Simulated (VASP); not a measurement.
Wanted: the native input for a VASP 6.6.1 run.

| Property | Result |
| --- | --- |
| Task | relaxation of cell and atoms |
| Functional | PBEsol |
| Potentials or basis | VASP PAW PBE potentials, release 64 (Cs_sv, Sn_d, I) |
| Cutoff | 600 eV |
| k mesh | 6 × 6 × 6 |
| Occupations | gaussian, width 0.01 eV |
| Spin | no spin polarisation |
| Target pressure | 1 GPa |
| Dipole correction | no |
| Further INCAR settings | ALGO = Normal; EDIFF = 1e-07; IBRION = 2; EDIFFG = -0.008; NSW = 70; ISIF = 3 |

The structure of CsSnI3 lies in POSCAR:

```
CsSnI3
1.0
    6.1144889008      0.0000000000      0.0000000000
    0.0000000000      6.1144889008      0.0000000000
    0.0000000000      0.0000000000      6.1144889008
Cs Sn I
1 1 3
Direct
    0.0000000000      0.0000000000      0.0000000000
    0.5000000000      0.5000000000      0.5000000000
    0.0000000000      0.5000000000      0.5000000000
    0.5000000000      0.0000000000      0.5000000000
    0.5000000000      0.5000000000      0.0000000000
```

These files were run (other wordings do the same):

INCAR

```
SYSTEM = CsSnI3
PREC     = Accurate       ! precision mode
ENCUT    = 600            ! plane-wave cutoff, eV
EDIFF    = 1E-7           ! SCF threshold, eV
ISMEAR   = 0              ! smearing method
SIGMA    = 0.01           ! smearing width, eV
LREAL    = .False.        ! projectors in reciprocal space
LASPH    = .True.         ! aspherical terms in the spheres
NELM     = 100            ! most SCF steps
ALGO     = Normal         ! electronic algorithm
ISIF     = 3              ! what is computed and relaxed
LWAVE    = .False.        ! write WAVECAR
LCHARG   = .False.        ! write CHGCAR
GGA      = PS             ! functional
IBRION   = 2              ! ionic algorithm
NSW      = 70             ! ionic steps
EDIFFG   = -0.008         ! ionic threshold
PSTRESS  = 10.0
```

KPOINTS

```
regular mesh
0
Gamma
  6 6 6
  0 0 0
```

Potentials or basis: VASP PAW PBE potentials, release 64 (Cs_sv, Sn_d, I).

Command:

```console
$ cat potpaw_PBE.64/Cs_sv/POTCAR potpaw_PBE.64/Sn_d/POTCAR potpaw_PBE.64/I/POTCAR > POTCAR
$ mpirun -np 1 vasp_std > vasp.out
```

Results of the run:

| Item | Value |
| --- | --- |
| Relaxed volume | 43.99 Å³/atom |
| Relaxed cell | a = 6.036 Å, b = 6.036 Å, c = 6.036 Å, α = 90.00°, β = 90.00°, γ = 90.00° |
| Space group after relaxing (to 0.1 Å) | Pm-3m (No. 221) |
| Energy change on relaxing (the run minimises the enthalpy) | +6.3 meV/atom |
| Ionic steps | 3 |
| Pressure after relaxing | 1.0 GPa |
| Band gap on the k mesh | zero (filled and empty bands touch) |

Caveat: the cell is relaxed towards a set pressure, so the run minimises the enthalpy, not the energy; semilocal functionals underestimate gaps, and a narrow one can read as zero; the PAW data sets were made with another functional, which shifts forces and pressure a little; spin-orbit coupling is left out, which moves the levels of the heavy elements.

It took 3.5 min on 1 thread of Intel(R) Xeon(R) Platinum 8559C (Emerald Rapids), with other jobs on the host, peak memory 0.46 GiB.
